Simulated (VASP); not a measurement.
# LiH in VASP: further runs, part 2 of 2

VASP 6.6.1. Earlier steps stand in the parts before.

## Step 3: Single point, PBE

The input, INCAR:

```
SYSTEM = LiH
PREC = Accurate
ENCUT = 520
EDIFF = 1E-7
ISMEAR = 0
SIGMA = 0.02
LREAL = .FALSE.
LASPH = .TRUE.
NELM = 100
ALGO = Normal
ISIF = 2
LWAVE = .FALSE.
LCHARG = .FALSE.
GGA = PE
NBANDS = 18
```

The input, KPOINTS:

```
Automatic mesh
0
G
  12 12 12
  0 0 0
```

The input, POSCAR:

```
LiH
1.0
    1.4032997754      0.8101955031      9.5201142129
   -1.4032997754      0.8101955031      9.5201142129
    0.0000000000     -1.6203910061      9.5201142129
Li H
4 4
Direct
    0.0000000000      0.0000000000      0.0000000000
    0.5000000000      0.5000000000      0.5000000000
    0.9142484545      0.9142484545      0.9142484545
    0.0857515455      0.0857515455      0.0857515455
    0.7928421540      0.7928421540      0.7928421540
    0.2071578460      0.2071578460      0.2071578460
    0.6238280783      0.6238280783      0.6238280783
    0.3761719217      0.3761719217      0.3761719217
```

Potentials or basis: VASP PAW PBE potentials, release 64 (Li_sv, H).

Launch:

```bash
cat potpaw_PBE.64/Li_sv/POTCAR potpaw_PBE.64/H/POTCAR > POTCAR
mpirun -np 1 vasp_std > vasp.out
```

OUTCAR:

```text
SYSTEM = LiH
   PREC = Accurate
   ENCUT = 520
   EDIFF = 1E-7
   ISMEAR = 0
   LREAL = .FALSE.
   LASPH = .TRUE.
   NELM = 100
   ISIF = 2
   GGA = PE

 ion  position               nearest neighbor table
   1  0.000  0.000  0.000-   3 2.45   4 2.45
   2  0.500  0.500  0.500-
   3  0.914  0.914  0.914-   1 2.45
   4  0.086  0.086  0.086-   1 2.45
   5  0.793  0.793  0.793-
   6  0.207  0.207  0.207-
   7  0.624  0.624  0.624-
   8  0.376  0.376  0.376-

  LATTYP: Found a trigonal (rhomboedric) cell.
 ALAT       =     9.6570306844
 COS(alpha) =     0.9577678021

  Lattice vectors:

 A1 = (   1.4032997754,   0.8101955031,   9.5201142129)
 A2 = (  -1.4032997754,   0.8101955031,   9.5201142129)
 A3 = (   0.0000000000,  -1.6203910061,   9.5201142129)

Analysis of symmetry for initial positions (statically):
=====================================================================
 Subroutine PRICEL returns:
 Original cell was already a primitive cell.

 Routine SETGRP: Setting up the symmetry group for a
 trigonal (rhombohedral) supercell.

 Subroutine GETGRP returns: Found 12 space group operations
 (whereof 12 operations were pure point group operations)
 out of a pool of 12 trial point group operations.

The static configuration has the point symmetry D_3d.

Analysis of symmetry for dynamics (positions and initial velocities):
=====================================================================
 Subroutine PRICEL returns:
 Original cell was already a primitive cell.

 Routine SETGRP: Setting up the symmetry group for a
 trigonal (rhombohedral) supercell.

 Subroutine GETGRP returns: Found 12 space group operations
 (whereof 12 operations were pure point group operations)
 out of a pool of 12 trial point group operations.

The dynamic configuration has the point symmetry D_3d.

 Subroutine INISYM returns: Found 12 space group operations
 (whereof 12 operations are pure point group operations),
 and found     1 'primitive' translations

----------------------------------------------------------------------------------------

                                     Primitive cell

  volume of cell :      64.9432

  direct lattice vectors                    reciprocal lattice vectors
     1.403299775  0.810195503  9.520114213     0.356303057  0.205711666  0.035013586
    -1.403299775  0.810195503  9.520114213    -0.356303057  0.205711666  0.035013586
     0.000000000 -1.620391006  9.520114213     0.000000000 -0.411423332  0.035013586

  length of vectors
     9.657030684  9.657030684  9.657030684     0.412910534  0.412910534  0.412910534

  position of ions in fractional coordinates (direct lattice)
     0.000000000  0.000000000  0.000000000
     0.500000000  0.500000000  0.500000000
     0.914248454  0.914248454  0.914248454
     0.085751546  0.085751546  0.085751546
     0.792842154  0.792842154  0.792842154
     0.207157846  0.207157846  0.207157846
     0.623828078  0.623828078  0.623828078
     0.376171922  0.376171922  0.376171922
[... 39 lines left out ...]
            Coordinates               Weight
  0.000000  0.000000  0.000000      1.000000
  0.083333 -0.000000  0.000000      6.000000
  0.166667 -0.000000  0.000000      6.000000
  0.250000 -0.000000  0.000000      6.000000
  0.333333  0.000000  0.000000      6.000000
  0.416667 -0.000000  0.000000      6.000000
[... 16 lines left out ...]
  0.500000  0.166667  0.000000     12.000000
 -0.416667  0.166667 -0.000000     12.000000
 [... further k-points ...]
   k-points           NKPTS =    189   k-points in BZ     NKDIM =    189   number of bands    NBANDS=     18
   number of dos      NEDOS =    301   number of ions     NIONS =      8
   total plane-waves  NPLWV = 373248
   dimension x,y,z NGX =    72 NGY =   72 NGZ =   72
   dimension x,y,z NGXF=   144 NGYF=  144 NGZF=  144
   ions per type =               4   4
   NGX,Y,Z   is equivalent  to a cutoff of  12.39, 12.39, 12.39 a.u.
   NGXF,Y,Z  is equivalent  to a cutoff of  24.79, 24.79, 24.79 a.u.
 SYSTEM =  LiH
   PREC   = accura    normal or accurate (medium, high low for compatibility)
   ISTART =      0    job   : 0-new  1-cont  2-samecut
   ICHARG =      2    charge: 1-file 2-atom 10-const
   ISPIN  =      1    spin polarized calculation?
   LNONCOLLINEAR =      F non collinear calculations
   LSORBIT =      F    spin-orbit coupling
   LASPH  =      T    aspherical Exc in radial PAW
   ENCUT  =  520.0 eV  38.22 Ry    6.18 a.u.  17.96 17.96 17.96*2*pi/ulx,y,z
   NELM   =    100;   NELMIN=  2; NELMDL= -5     # of ELM steps
   EDIFF  = 0.1E-06   stopping-criterion for ELM
   LREAL  =      F    real-space projection
   EDIFFG = 0.1E-05   stopping-criterion for IOM
   NSW    =      0    number of steps for IOM
   IBRION =     -1    ionic relax: 0-MD 1-quasi-New 2-CG
   NFREE  =      0    steps in history (QN), initial steepest desc. (CG)
   ISIF   =      2    stress and relaxation
   ISYM   =      2    0-nonsym 1-usesym 2-fastsym
   POTIM  = 0.5000    time-step for ionic-motion
   TEBEG  =    0.0;   TEEND  =   0.0 temperature during run
   PSTRESS=    0.0 pullay stress
   NELECT =      16.0000    total number of electrons
   NUPDOWN=      -1.0000    fix difference up-down
   EMIN   =  10.00;   EMAX   =-10.00  energy-range for DOS
   EFERMI =   0.00;   METHOD = LEGACY
   ISMEAR =     0;   SIGMA  =   0.02  broadening in eV -4-tet -1-fermi 0-gaus
   EFERMI_NEDOS =   21; number of points for ismear=-14 and -15
   IALGO  =     38    algorithm
   IMIX   =      4    mixing-type and parameters
     AMIX     =   0.40;   BMIX     =  1.00
     AMIX_MAG =   1.60;   BMIX_MAG =  1.00
  volume/ion in A,a.u.               =       8.12        54.78
  Fermi-wavevector in a.u.,A,eV,Ry     =   1.026290  1.939408 14.330635  1.053272
  Thomas-Fermi vector in A             =   2.160175
   LORBIT       =      0    0 simple, 1 ext, 2 COOP (PROOUT), +10 PAW based schemes
   GGA     = PE    functional components
   LHFCALC =     F    Hartree Fock is set to
   AEXX    =    0.0000 exact exchange contribution
   IVDW    =     0    specifies the selected vdW correction
   LEPSILON=     F    determine dielectric tensor
   LRPA    =     F    only Hartree local field effects (RPA)
 non-spin polarized calculation
 Gauss-broadening in eV      SIGMA  =   0.02
  energy-cutoff  :      520.00
  volume of cell :       64.94
 maximum number of plane-waves:      1769
   NGX = 35   NGY = 35   NGZ = 35

 number of electron      15.9999981 magnetization

 Free energy of the ion-electron system (eV)
  ---------------------------------------------------
  ext. energy  EPLUGINS =         0.00000000
  ---------------------------------------------------
  free energy    TOTEN  =       -24.29379784 eV

  energy without entropy =      -24.29379784  energy(sigma->0) =      -24.29379784

 E-fermi :   0.2282     XC(G=0):  -8.4804

 val. band max:        0.0029322099   @ k =   0.5000   0.5000   0.0000
 cond. band min:       3.6226518008   @ k =   0.5000  -0.0000   0.0000
 fundamental gap:      3.6197195909
 Fermi energy:         0.2282364200

 k-point     1 :       0.0000    0.0000    0.0000
  band No.  band energies     occupation
      1     -44.3616      2.00000
      2     -44.3037      2.00000
      3     -44.3002      2.00000
      4     -44.2489      2.00000
      5      -5.3595      2.00000
      6      -4.3563      2.00000
[... 481 lines left out ...]
      5      -1.9920      2.00000
      6      -1.7578      2.00000
[... 10 lines left out ...]
     17      10.1331      0.00000
     18      11.6434      0.00000

 [... further k-points ...]

------------------------ aborting loop because EDIFF is reached ----------------------------------------

  FORCE on cell =-STRESS in cart. coord.  units (eV):
  Direction    XX          YY          ZZ          XY          YZ          ZX
  --------------------------------------------------------------------------------------
  -------------------------------------------------------------------------------------
  Total       -0.0990985     -0.0990985     -0.0722599      0.0000000     -0.0000000     -0.0000000
  in kB       -2.4448028     -2.4448028     -1.7826828      0.0000000     -0.0000000     -0.0000000
  external PRESSURE =      -2.2240961 kB  Pullay stress =       0.0000000 kB

 VOLUME and BASIS-vectors are now :
 -----------------------------------------------------------------------------
  energy-cutoff  :      520.00
  volume of cell :       64.94
      direct lattice vectors                 reciprocal lattice vectors
     1.403299775  0.810195503  9.520114213     0.356303057  0.205711666  0.035013586
    -1.403299775  0.810195503  9.520114213    -0.356303057  0.205711666  0.035013586
     0.000000000 -1.620391006  9.520114213     0.000000000 -0.411423332  0.035013586

 POSITION                                       TOTAL-FORCE (eV/Angst)
 -----------------------------------------------------------------------------------
      0.00000      0.00000      0.00000        -0.000000     -0.000000     -0.000000
      0.00000      0.00000     14.28017         0.000000     -0.000000      0.000000
      0.00000      0.00000     26.11125        -0.000000     -0.000000     -0.001688
      0.00000      0.00000      2.44909        -0.000000      0.000000      0.001688
      0.00000      0.00000     22.64384        -0.000000      0.000000      0.000372
      0.00000      0.00000      5.91650        -0.000000     -0.000000     -0.000372
      0.00000      0.00000     17.81674        -0.000000     -0.000000     -0.000292
      0.00000      0.00000     10.74360        -0.000000      0.000000      0.000292
 -----------------------------------------------------------------------------------
    total drift:                               -0.000000      0.000000     -0.000000

  FREE ENERGIE OF THE ION-ELECTRON SYSTEM (eV)
  ---------------------------------------------------
  free  energy   TOTEN  =       -24.2937978399 eV

  energy  without entropy=      -24.2937978399  energy(sigma->0) =      -24.29379784
```

Wall time 33 min (1 thread of Intel Xeon Platinum 8259CL at 2.50GHz (Skylake/Cascade Lake), shared host); peak memory 0.76 GiB.

What came out:

```yaml
Free_energy: -24.2938 eV
Band_gap_on_the_k_mesh: 3.62 eV (least direct gap 3.70 eV)
```

Caveat: the cutoff is under 1.25 times the usual one of these potentials, so pressure, stress and relaxed cells hold a basis-set (Pulay) error.

## Step 4: Relaxation of cell and atoms, PBE

This run uses another cell than the first one, of 7.75 Å³/atom.

The input, INCAR:

```
PREC = Accurate
ENCUT = 600
EDIFF = 1E-6
ISMEAR = 0
SIGMA = 0.1
LREAL = False
LASPH = True
NELM = 100
ALGO = Normal
ISIF = 3
LWAVE = False
LCHARG = False
GGA = PE
IBRION = 2
NSW = 80
EDIFFG = -0.025
```

The input, KPOINTS:

```
regular mesh
0
Gamma
  6 6 6
```

The input, POSCAR:

```
LiH
1.0
   -1.3789060204      2.4172459230     -0.0045710298
   -2.7151206381      0.0246478928      0.0080395235
   -1.3919459846      0.7803162180      9.4972788472
Li H
4 4
Direct
    0.0104505008     -0.0130457522     -0.0070990305
    0.5046665541      0.4974719691      0.4996753043
    0.1005236305      0.0759756762      0.7457918457
    0.8856659940      0.9280391984      0.2617202308
    0.2380669193      0.1949164509      0.3770555868
    0.7877637237      0.8166840216      0.6257535481
    0.3697232200      0.3762433821      0.8712390043
    0.6031394576      0.6237150539      0.1258635103
```

Potentials or basis: VASP PAW PBE potentials, release 64 (Li_sv, H).

Launch:

```bash
cat potpaw_PBE.64/Li_sv/POTCAR potpaw_PBE.64/H/POTCAR > POTCAR
mpirun -np 1 vasp_std > vasp.out
```

OUTCAR:

```text
PREC = Accurate
   ENCUT = 600
   EDIFF = 1E-6
   ISMEAR = 0
   LREAL = False
   LASPH = True
   NELM = 100
   ISIF = 3
   GGA = PE
   IBRION = 2
   NSW = 80
   EDIFFG = -0.025

 ion  position               nearest neighbor table
   1  0.010  0.987  0.993-   3 2.35   4 2.56
   2  0.505  0.497  0.500-
   3  0.101  0.076  0.746-   1 2.35
   4  0.886  0.928  0.262-   1 2.56
   5  0.238  0.195  0.377-
   6  0.788  0.817  0.626-
   7  0.370  0.376  0.871-
   8  0.603  0.624  0.126-

  LATTYP: Found a triclinic cell.
 ALAT       =     2.7152444148
 B/A-ratio  =     1.0249135102
 C/A-ratio  =     3.5395710885
 COS(alpha) =     0.0015431545
 COS(beta)  =     0.1340323452
 COS(gamma) =     0.5033515755

  Lattice vectors:

 A1 = (  -2.7151206381,   0.0246478928,   0.0080395235)
 A2 = (  -1.3789060204,   2.4172459230,  -0.0045710298)
 A3 = (  -1.3231746535,  -0.7556683252,  -9.4892393237)

Analysis of symmetry for initial positions (statically):
=====================================================================
 Subroutine PRICEL returns:
 Original cell was already a primitive cell.

 Routine SETGRP: Setting up the symmetry group for a
 triclinic supercell.

 Subroutine GETGRP returns: Found  1 space group operations
[... 514 lines left out ...]

 number of electron      15.9999992 magnetization

 Free energy of the ion-electron system (eV)
  ---------------------------------------------------
  ext. energy  EPLUGINS =         0.00000000
  ---------------------------------------------------
  free energy    TOTEN  =       -24.28872656 eV

  energy without entropy =      -24.28872656  energy(sigma->0) =      -24.28872656

 E-fermi :   0.4853     XC(G=0):  -8.4982

 val. band max:        0.0435242099   @ k =   0.5000  -0.0000   0.5000
 cond. band min:       3.6346890115   @ k =  -0.0000   0.5000   0.0000
 fundamental gap:      3.5911648016
 Fermi energy:         0.4852705165

 k-point     1 :       0.0000    0.0000    0.0000
  band No.  band energies     occupation
      1     -44.3242      2.00000
      2     -44.2849      2.00000
      3     -44.2573      2.00000
      4     -44.2206      2.00000
      5      -5.3566      2.00000
      6      -4.3523      2.00000
      7      -4.3356      2.00000
      8      -2.8175      2.00000
      9       4.7424      0.00000
     10       9.0772      0.00000
     11       9.1099      0.00000
     12      14.1697      0.00000
     13      15.4384      0.00000
[... 354 lines left out ...]
  band No.  band energies     occupation
      1     -44.2880      2.00000
      2     -44.2507      2.00000
      3     -44.2190      2.00000
      4     -44.1926      2.00000
      5      -2.4231      2.00000
      6      -2.0265      2.00000
      7      -0.8470      2.00000
      8      -0.2293      2.00000
      9       3.6678      0.00000
     10       4.6236      0.00000
     11       5.1940      0.00000
     12       5.5938      0.00000
     13       7.7079      0.00000

 [... further k-points ...]

------------------------ aborting loop because EDIFF is reached ----------------------------------------

  FORCE on cell =-STRESS in cart. coord.  units (eV):
  Direction    XX          YY          ZZ          XY          YZ          ZX
  --------------------------------------------------------------------------------------
  -------------------------------------------------------------------------------------
  Total       -0.0144111      0.0487805     -0.0140038     -0.0248716      0.0126179     -0.0005383
  in kB       -0.3574213      1.2098417     -0.3473188     -0.6168595      0.3129462     -0.0133508
  external PRESSURE =       0.1683672 kB  Pullay stress =       0.0000000 kB
[... 23 lines left out ...]
  FREE ENERGIE OF THE ION-ELECTRON SYSTEM (eV)
  ---------------------------------------------------
  free  energy   TOTEN  =       -24.2887265617 eV

  energy  without entropy=      -24.2887265617  energy(sigma->0) =      -24.28872656

 reached required accuracy - stopping structural energy minimisation
```

OSZICAR:

```text
N       E                     dE             d eps       ncg     rms          rms(c)
DAV:   1     0.520134536232E+02    0.52013E+02   -0.72138E+03  2912   0.137E+03
DAV:   2    -0.139858751562E+02   -0.65999E+02   -0.62879E+02  3401   0.274E+02
DAV:   3    -0.249292084653E+02   -0.10943E+02   -0.10875E+02  5703   0.650E+01
[... 64 lines left out ...]
       N       E                     dE             d eps       ncg     rms          rms(c)
DAV:   1    -0.242886741954E+02    0.18688E-04   -0.33313E-02  2912   0.191E+00    0.384E-02
DAV:   2    -0.242887312572E+02   -0.57062E-04   -0.64420E-04  3839   0.245E-01    0.298E-02
DAV:   3    -0.242887263589E+02    0.48983E-05   -0.32442E-05  4276   0.564E-02    0.150E-03
DAV:   4    -0.242887265617E+02   -0.20283E-06   -0.22772E-06  3289   0.137E-02
   9 F= -.24288727E+02 E0= -.24288727E+02  d E =-.216520E-02
```

Wall time 7 min (1 thread of Intel Xeon Platinum 8259CL at 2.50GHz (Skylake/Cascade Lake), shared host); peak memory 0.25 GiB.

Results:

| Quantity | Value |
| --- | --- |
| Free energy | -24.2887 eV |
| Relaxed volume | 8.07 Å³/atom |
| Relaxed cell | a = 2.797 Å, b = 2.803 Å, c = 9.642 Å, α = 81.72°, β = 81.88°, γ = 60.01° |
| Space group after relaxing (to 0.1 Å) | R-3m (No. 166) |
| Energy gained by relaxing | 9.9 meV/atom |
| Ionic steps | 9 |
| Pressure after relaxing | 0.0 GPa |
| Largest force after relaxing | 0.023 eV/Å |
| Band gap on the k mesh | 3.59 eV (least direct gap 3.69 eV) |

Forces in eV/Å, atoms in the order of the input:
```
Li  -0.005 -0.004 -0.017
Li   0.010 -0.012  0.016
Li   0.003 -0.001  0.008
Li  -0.005  0.011 -0.002
H    0.003  0.001 -0.011
H    0.003 -0.009 -0.015
H   -0.004  0.002  0.002
H   -0.006  0.012  0.018
```

Stress tensor (GPa, compression positive):
```
-0.04 -0.06  0.00
-0.06  0.12  0.03
 0.00  0.03 -0.03
```

Step by step:
```csv
step,energy change (eV),largest force (eV/Å),pressure (GPa),volume (Å³)
1,0.0000,0.4913,1.75,62.00
2,-0.0383,0.2891,1.19,62.76
3,-0.0670,0.1194,0.30,64.17
4,-0.0670,0.1351,0.26,64.24
5,-0.0717,0.0983,0.10,64.49
6,-0.0768,0.0558,-0.27,65.15
7,-0.0780,0.0297,-0.17,64.95
8,-0.0789,0.0285,0.05,64.53
9,-0.0789,0.0228,0.02,64.60
```

Final structure:
```yaml
crystal:
  lattice:
    - [-1.40003, 2.42196, -0.00550]
    - [-2.80345, -0.00200, -0.00187]
    - [-1.39560, 0.78843, 9.50778]
  atoms:
    - { symbol: Li, position: [0.99818, 0.99056, 0.00010] }
    - { symbol: Li, position: [0.50476, 0.50354, 0.49984] }
    - { symbol: Li, position: [0.09245, 0.08763, 0.74266] }
    - { symbol: Li, position: [0.90590, 0.91852, 0.25721] }
    - { symbol: H, position: [0.20531, 0.21040, 0.37878] }
    - { symbol: H, position: [0.79892, 0.79411, 0.62177] }
    - { symbol: H, position: [0.37757, 0.37290, 0.87149] }
    - { symbol: H, position: [0.61690, 0.62234, 0.12816] }
```

Levels at points of the mesh, in eV from the valence-band top:
```
           k point  band 4  band 5  band 6  band 7  band 8  band 9  band 10  band 11  band 12  band 13
(0.00, 0.00, 0.00)  -44.26   -5.40   -4.40   -4.38   -2.86    4.70     9.03     9.07    14.13    15.39
(0.50, 0.00, 0.00)  -44.24   -2.39   -2.20   -0.59   -0.53    3.61     4.56     5.21     5.69     7.41
(0.00, 0.50, 0.00)  -44.24   -2.40   -2.21   -0.59   -0.57    3.59     4.48     5.20     5.67     7.42
(0.50, 0.50, 0.00)  -44.24   -2.57   -1.58   -1.52   -0.02    3.68     4.58     4.92     5.31     8.53
(0.00, 0.00, 0.50)  -44.26   -5.24   -5.01   -3.42   -3.40    5.88     6.05    13.05    13.09    14.39
(0.50, 0.00, 0.50)  -44.24   -2.57   -1.55   -1.55    0.00    3.69     4.68     4.90     5.29     8.50
(0.00, 0.50, 0.50)  -44.24   -2.58   -1.58   -1.54   -0.02    3.67     4.59     4.90     5.29     8.50
(0.50, 0.50, 0.50)  -44.24   -2.39   -2.20   -0.60   -0.55    3.60     4.46     5.22     5.69     7.45
```

Caveat: the k points lie up to 0.43 Å⁻¹ apart in the final cell; the cutoff is under 1.25 times the usual one of these potentials, so pressure, stress and relaxed cells hold a basis-set (Pulay) error. A k mesh can miss the band edges.

## Step 5: Summary

```csv
task,cell,k mesh,cutoff (eV),smearing,gap on the mesh (eV)
single point,"a = 9.655 Å, angles 16.7°, 8 atoms, atomic positions A",12 × 12 × 12,520,gaussian 0.1 eV,3.62
single point,"a = 9.657 Å, angles 16.7°, 8 atoms, atomic positions A",12 × 12 × 12,520,gaussian 0.02 eV,3.62
relaxation of cell and atoms,"relaxed from a = 2.783, b = 2.715, c = 9.630 Å, angles 81.5, 81.9, 59.8°, 8 atoms, atomic positions B",6 × 6 × 6,600,gaussian 0.1 eV,3.59
```

Alike in all rows: level PBE; potentials or basis VASP PAW PBE potentials, release 64 (Li_sv, H); no spin polarisation.

Caveats: some runs use coarse meshes; the cutoff is under 1.25 times the usual one of these potentials, so pressure, stress and relaxed cells hold a basis-set (Pulay) error.

Absolute energies hang on the potentials; compare differences alone.
